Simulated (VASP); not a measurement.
InWS4:

```xyz
6
Lattice="0.0000 4.0476 4.0476 4.0476 0.0000 4.0476 4.0476 4.0476 0.0000" Properties=species:S:1:pos:R:3 pbc="T T T"
In    0.0000    0.0000    0.0000
W     6.0714    6.0714    6.0714
S     3.0404    5.0548    5.0548
S     3.0404    3.0404    3.0404
S     5.0548    3.0404    5.0548
S     5.0548    5.0548    3.0404
```

The cell was generated, and may not be a known phase.

```yaml
Program: VASP 6.6.1
Task: relaxation of cell and atoms
Functional: PBE
Potentials_or_basis: VASP PAW PBE potentials, release 64 (In_d, W_sv, S)
Cutoff: 600 eV
k_mesh: 4 × 4 × 4
Occupations: gaussian, width 0.1 eV
Spin: collinear spin
Starting_moments: "[0.01, 1.88, 0.01, 0.01, 0.01, 0.01] μB"
```

At the start: pressure -7.9 GPa; volume 22.10 Å³/atom.

**Question.** Where does the relaxation end?

**Answer.** Over 7 steps the energy falls by 124.5 meV/atom and the volume is 17.77 Å³/atom (-19.6 %); space group F-43m (No. 216, to 0.1 Å) before and after; moment 2.19 μB per cell.

Step by step:
```tsv
step	energy change (eV)	largest force (eV/Å)	pressure (GPa)	volume (Å³)
1	0.0000	0.1024	-7.88	132.63
2	-0.6832	0.1025	-2.86	112.83
3	-0.7412	0.0815	0.94	105.38
4	-0.7449	0.0881	-0.19	107.07
5	-0.7451	0.0863	0.11	106.60
6	-0.7463	0.0451	0.11	106.60
7	-0.7467	0.0004	0.13	106.60
```

Final structure:
```yaml
crystal:
  lattice:
    - [0.00000, 3.76338, 3.76338]
    - [3.76338, 0.00000, 3.76338]
    - [3.76338, 3.76338, 0.00000]
  atoms:
    - { symbol: In, position: [0.00000, 0.00000, 0.00000] }
    - { symbol: W, position: [0.75000, 0.75000, 0.75000] }
    - { symbol: S, position: [0.86964, 0.37679, 0.37679] }
    - { symbol: S, position: [0.37679, 0.37679, 0.37679] }
    - { symbol: S, position: [0.37679, 0.86964, 0.37679] }
    - { symbol: S, position: [0.37679, 0.37679, 0.86964] }
```

Caveat: the volume moved by over 15 % at a fixed basis, so the end points are rough.
